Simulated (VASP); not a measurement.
# Ta (Pm-3m) in VASP: single point with LDA

Aim: the single point of Ta with LDA.

Everything below comes from runs of VASP 6.6.1. Logs are shortened: lines on timing, memory, paths and dates and some standing lists are left out, and cuts for length are marked.

## 1. The cell of the first run

It takes space group Pm-3m (No. 221, cubic). Conventional cell: a = 2.263 Å, b = 2.263 Å, c = 2.263 Å, α = 90.00°, β = 90.00°, γ = 90.00°. Ta (site symmetry m-3m) has 6 Ta at 2.26 Å within 3.0 Å.

This isn't the form of Ta at room conditions, which is bcc.

## 2. Single point, LDA (11.59 Å³/atom)

Input file POSCAR:

```
Ta
1.0
    2.2628938203      0.0000000000      0.0000000000
    0.0000000000      2.2628938203      0.0000000000
    0.0000000000      0.0000000000      2.2628938203
Ta
1
Direct
    0.0000000000      0.0000000000      0.0000000000
```

Input file INCAR.step1:

```
ALGO     = Normal         # electronic algorithm
EDIFF    = 1E-7           # SCF threshold, eV
ENCUT    = 520            # plane-wave cutoff, eV
ISIF     = 2              # what is computed and relaxed
ISMEAR   = -1             # smearing method
LASPH    = True           # aspherical terms in the spheres
LCHARG   = True           # write CHGCAR
LMAXMIX  = 4              # l up to which the mixer works
LREAL    = False          # projectors in reciprocal space
LWAVE    = False          # write WAVECAR
NBANDS   = 12             # bands
NELM     = 100            # most SCF steps
PREC     = Accurate       # precision mode
SIGMA    = 0.05           # smearing width, eV
```

Input file KPOINTS.step1:

```
k-points
0
Gamma
  14 14 14
```

Input file INCAR.step2:

```
ALGO     = Normal         # electronic algorithm
EDIFF    = 1E-7           # SCF threshold, eV
ENCUT    = 520            # plane-wave cutoff, eV
ICHARG   = 11             # starting density
ISIF     = 2              # what is computed and relaxed
ISMEAR   = -5             # smearing method
LASPH    = True           # aspherical terms in the spheres
LCHARG   = False          # write CHGCAR
LMAXMIX  = 4              # l up to which the mixer works
LORBIT   = 10             # projections on sites
LREAL    = False          # projectors in reciprocal space
LWAVE    = False          # write WAVECAR
NBANDS   = 12             # bands
NEDOS    = 1001           # points of the DOS
NELM     = 100            # most SCF steps
PREC     = Accurate       # precision mode
SIGMA    = 0.05           # smearing width, eV
```

Input file KPOINTS.step2:

```
k-points
0
Gamma
  21 21 21
```

Potentials or basis: VASP PAW LDA potentials, release 64 (Ta_pv).

On the command line:

```console
$ cat potpaw_LDA.64/Ta_pv/POTCAR > POTCAR
$ cp INCAR.step1 INCAR
$ cp KPOINTS.step1 KPOINTS
$ mpirun -np 1 vasp_std > vasp.out
$ cp INCAR.step2 INCAR
$ cp KPOINTS.step2 KPOINTS
$ mpirun -np 1 vasp_std > vasp.out
```

OUTCAR:

```text
EDIFF = 1E-7
   ENCUT = 520
   ICHARG = 11
   ISIF = 2
   ISMEAR = -5
   LASPH = True
   LORBIT = 10
   LREAL = False
   NELM = 100
   PREC = Accurate

 ion  position               nearest neighbor table
   1  0.000  0.000  0.000-

  LATTYP: Found a simple cubic cell.
 ALAT       =     2.2628938203

  Lattice vectors:

 A1 = (   2.2628938203,   0.0000000000,   0.0000000000)
 A2 = (   0.0000000000,   2.2628938203,   0.0000000000)
 A3 = (   0.0000000000,   0.0000000000,   2.2628938203)

Analysis of symmetry for initial positions (statically):
=====================================================================
 Subroutine PRICEL returns:
 Original cell was already a primitive cell.

 Routine SETGRP: Setting up the symmetry group for a
 simple cubic supercell.

 Subroutine GETGRP returns: Found 48 space group operations
 (whereof 48 operations were pure point group operations)
 out of a pool of 48 trial point group operations.

The static configuration has the point symmetry O_h .

Analysis of symmetry for dynamics (positions and initial velocities):
=====================================================================
 Subroutine PRICEL returns:
 Original cell was already a primitive cell.

 Routine SETGRP: Setting up the symmetry group for a
 simple cubic supercell.

 Subroutine GETGRP returns: Found 48 space group operations
 (whereof 48 operations were pure point group operations)
 out of a pool of 48 trial point group operations.

The dynamic configuration has the point symmetry O_h .

 Subroutine INISYM returns: Found 48 space group operations
 (whereof 48 operations are pure point group operations),
 and found     1 'primitive' translations

----------------------------------------------------------------------------------------

                                     Primitive cell

  volume of cell :      11.5876

  direct lattice vectors                    reciprocal lattice vectors
     2.262893820  0.000000000  0.000000000     0.441912029  0.000000000  0.000000000
     0.000000000  2.262893820  0.000000000     0.000000000  0.441912029  0.000000000
     0.000000000  0.000000000  2.262893820     0.000000000  0.000000000  0.441912029

  length of vectors
     2.262893820  2.262893820  2.262893820     0.441912029  0.441912029  0.441912029

  position of ions in fractional coordinates (direct lattice)
     0.000000000  0.000000000  0.000000000

  ion indices of the primitive-cell ions
   primitive index   ion index
                 1           1

----------------------------------------------------------------------------------------

 KPOINTS: k-points

Automatic generation of k-mesh.
 Grid dimensions read from file:
 generate k-points for:   21   21   21

 Generating k-lattice:

  Cartesian coordinates                     Fractional coordinates (reciprocal lattice)
     0.021043430  0.000000000  0.000000000     0.047619048  0.000000000  0.000000000
     0.000000000  0.021043430  0.000000000     0.000000000  0.047619048  0.000000000
     0.000000000  0.000000000  0.021043430     0.000000000  0.000000000  0.047619048

  Length of vectors
     0.021043430  0.021043430  0.021043430

  Shift w.r.t. Gamma in fractional coordinates (k-lattice)
     0.000000000  0.000000000  0.000000000

 TETIRR: Found   4601 inequivalent tetrahedra from    55566

 Subroutine IBZKPT returns following result:
 ===========================================

 Found    286 irreducible k-points:

 Following reciprocal coordinates:
            Coordinates               Weight
  0.000000  0.000000  0.000000      1.000000
  0.047619  0.000000  0.000000      6.000000
  0.095238  0.000000  0.000000      6.000000
  0.142857  0.000000  0.000000      6.000000
  0.190476  0.000000  0.000000      6.000000
  0.238095  0.000000  0.000000      6.000000
[... 16 lines left out ...]
  0.142857  0.095238  0.000000     24.000000
  0.190476  0.095238  0.000000     24.000000
 [... further k-points ...]
   k-points           NKPTS =    286   k-points in BZ     NKDIM =    286   number of bands    NBANDS=     12
   number of dos      NEDOS =   1001   number of ions     NIONS =      1
   total plane-waves  NPLWV =   5832
   dimension x,y,z NGX =    18 NGY =   18 NGZ =   18
   dimension x,y,z NGXF=    36 NGYF=   36 NGZF=   36
   ions per type =               1
   NGX,Y,Z   is equivalent  to a cutoff of  13.22, 13.22, 13.22 a.u.
   NGXF,Y,Z  is equivalent  to a cutoff of  26.45, 26.45, 26.45 a.u.
 SYSTEM =  unknown system
   PREC   = accura    normal or accurate (medium, high low for compatibility)
   ISTART =      0    job   : 0-new  1-cont  2-samecut
   ICHARG =     11    charge: 1-file 2-atom 10-const
   ISPIN  =      1    spin polarized calculation?
   LNONCOLLINEAR =      F non collinear calculations
   LSORBIT =      F    spin-orbit coupling
   LASPH  =      T    aspherical Exc in radial PAW
   ENCUT  =  520.0 eV  38.22 Ry    6.18 a.u.   4.21  4.21  4.21*2*pi/ulx,y,z
   NELM   =    100;   NELMIN=  2; NELMDL=  0     # of ELM steps
   EDIFF  = 0.1E-06   stopping-criterion for ELM
   LREAL  =      F    real-space projection
   EDIFFG = 0.1E-05   stopping-criterion for IOM
   NSW    =      0    number of steps for IOM
   IBRION =     -1    ionic relax: 0-MD 1-quasi-New 2-CG
   NFREE  =      0    steps in history (QN), initial steepest desc. (CG)
   ISIF   =      2    stress and relaxation
   ISYM   =      2    0-nonsym 1-usesym 2-fastsym
   POTIM  = 0.5000    time-step for ionic-motion
   TEBEG  =    0.0;   TEEND  =   0.0 temperature during run
   PSTRESS=    0.0 pullay stress
   NELECT =      11.0000    total number of electrons
   NUPDOWN=      -1.0000    fix difference up-down
   EMIN   =  10.00;   EMAX   =-10.00  energy-range for DOS
   EFERMI =   0.00;   METHOD = LEGACY
   ISMEAR =    -5;   SIGMA  =   0.05  broadening in eV -4-tet -1-fermi 0-gaus
   EFERMI_NEDOS =   21; number of points for ismear=-14 and -15
   IALGO  =     38    algorithm
   IMIX   =      4    mixing-type and parameters
     AMIX     =   0.40;   BMIX     =  1.00
     AMIX_MAG =   1.60;   BMIX_MAG =  1.00
  volume/ion in A,a.u.               =      11.59        78.20
  Fermi-wavevector in a.u.,A,eV,Ry     =   1.608946  3.040468 35.221513  2.588708
  Thomas-Fermi vector in A             =   2.704735
   LORBIT       =     10    0 simple, 1 ext, 2 COOP (PROOUT), +10 PAW based schemes
   GGA     = CA    functional components
   LHFCALC =     F    Hartree Fock is set to
   AEXX    =    0.0000 exact exchange contribution
   IVDW    =     0    specifies the selected vdW correction
   LEPSILON=     F    determine dielectric tensor
   LRPA    =     F    only Hartree local field effects (RPA)
 non-spin polarized calculation
 Fermi weights with tetrahedron method with Bloechl corrections
  energy-cutoff  :      520.00
  volume of cell :       11.59
 maximum number of plane-waves:       320
 NGX is ok and might be reduce to    18

 number of electron      10.9999997 magnetization

 Free energy of the ion-electron system (eV)
  ---------------------------------------------------
  ext. energy  EPLUGINS =         0.00000000
  ---------------------------------------------------
  free energy    TOTEN  =        -7.92827031 eV

  energy without entropy =       -7.92827031  energy(sigma->0) =       -7.92827031

 E-fermi :  10.1908     XC(G=0): -15.0833

 val. band max:       10.3600950667   @ k =   0.4762   0.4286   0.1429
 cond. band min:      10.0377907432   @ k =   0.4762   0.2857   0.1429
 fundamental gap:     -0.3223043235
 Fermi energy:        10.1907740378

 k-point     1 :       0.0000    0.0000    0.0000
  band No.  band energies     occupation
      1     -21.5926      2.00000
      2     -21.5926      2.00000
      3     -21.5926      2.00000
      4       1.0328      2.00000
      5       4.0681      2.00000
      6       4.0681      2.00000
      7      21.3129      0.00000
      8      21.3129      0.00000
      9      21.3129      0.00000
     10      24.4396      0.00000
     11      31.5521      0.00000
     12      31.5521      0.00000

 k-point     2 :       0.0476    0.0000    0.0000
  band No.  band energies     occupation
      1     -21.7570      2.00000
      2     -21.5797      2.00000
      3     -21.5797      2.00000
      4       1.1759      2.00000
      5       4.1045      2.00000
      6       4.2781      2.00000
      7      20.9624      0.00000
      8      20.9624      0.00000
      9      21.3346      0.00000
     10      24.4384      0.00000
     11      30.9446      0.00000
     12      31.9055      0.00000

 k-point     3 :       0.0952    0.0000    0.0000
  band No.  band energies     occupation
      1     -22.2186      2.00000
      2     -21.5420      2.00000
      3     -21.5420      2.00000
      4       1.5459      2.00000
      5       4.2118      2.00000
      6       4.9264      2.00000
      7      20.0589      0.00000
      8      20.0589      0.00000
      9      21.3982      0.00000
     10      24.4346      0.00000
     11      29.5573      0.00000
     12      32.8091      0.00000
[... 286 lines left out ...]
 k-point    23 :       0.1429    0.0952    0.0000
  band No.  band energies     occupation
      1     -22.8428      2.00000
      2     -22.0939      2.00000
      3     -21.4326      2.00000
      4       2.5737      2.00000
      5       5.0447      2.00000
      6       6.2748      2.00000
      7      17.5341      0.00000
      8      18.9003      0.00000
      9      20.4125      0.00000
     10      24.4281      0.00000
     11      29.1121      0.00000
     12      31.7675      0.00000

 k-point    24 :       0.1905    0.0952    0.0000
  band No.  band energies     occupation
      1     -23.6352      2.00000
      2     -22.0123      2.00000
      3     -21.3564      2.00000
      4       3.0920      2.00000
      5       5.3050      2.00000
      6       7.6266      2.00000
      7      16.3131      0.00000
      8      17.6926      0.00000
      9      20.5293      0.00000
     10      24.4204      0.00000
     11      27.5858      0.00000
     12      32.7332      0.00000

 [... further k-points ...]

------------------------ aborting loop because EDIFF is reached ----------------------------------------

  FORCE on cell =-STRESS in cart. coord.  units (eV):
  Direction    XX          YY          ZZ          XY          YZ          ZX
  --------------------------------------------------------------------------------------
  -------------------------------------------------------------------------------------
  Total       17.3541251     17.3541251     17.3541251     -0.0000000     -0.0000000      0.0000000
  in kB     2399.5001230   2399.5001230   2399.5001230     -0.0000000     -0.0000000      0.0000000
  external PRESSURE =    2399.5001230 kB  Pullay stress =       0.0000000 kB

 VOLUME and BASIS-vectors are now :
 -----------------------------------------------------------------------------
  energy-cutoff  :      520.00
  volume of cell :       11.59
      direct lattice vectors                 reciprocal lattice vectors
     2.262893820  0.000000000  0.000000000     0.441912029  0.000000000  0.000000000
     0.000000000  2.262893820  0.000000000     0.000000000  0.441912029  0.000000000
     0.000000000  0.000000000  2.262893820     0.000000000  0.000000000  0.441912029

 POSITION                                       TOTAL-FORCE (eV/Angst)
 -----------------------------------------------------------------------------------
      0.00000      0.00000      0.00000         0.000000      0.000000      0.000000
 -----------------------------------------------------------------------------------
    total drift:                               -0.000000      0.000000     -0.000000

  FREE ENERGIE OF THE ION-ELECTRON SYSTEM (eV)
  ---------------------------------------------------
  free  energy   TOTEN  =        -7.9282703090 eV

  energy  without entropy=       -7.9282703090  energy(sigma->0) =       -7.92827031

 total charge

# of ion       s       p       d       tot
------------------------------------------
    1        0.536   6.258   3.624  10.418
```

Run time: 33 s. Hardware: 1 thread of Intel Xeon 8259CL, shared host; peak memory 0.15 GiB.

Results:

```yaml
Valence_electrons_inside_the_program's_atomic_spheres: Ta 10.42
```

Caveat: spin-orbit coupling is left out, which moves the levels of the heavy elements; tetrahedron occupations give inexact forces and stress in metals.
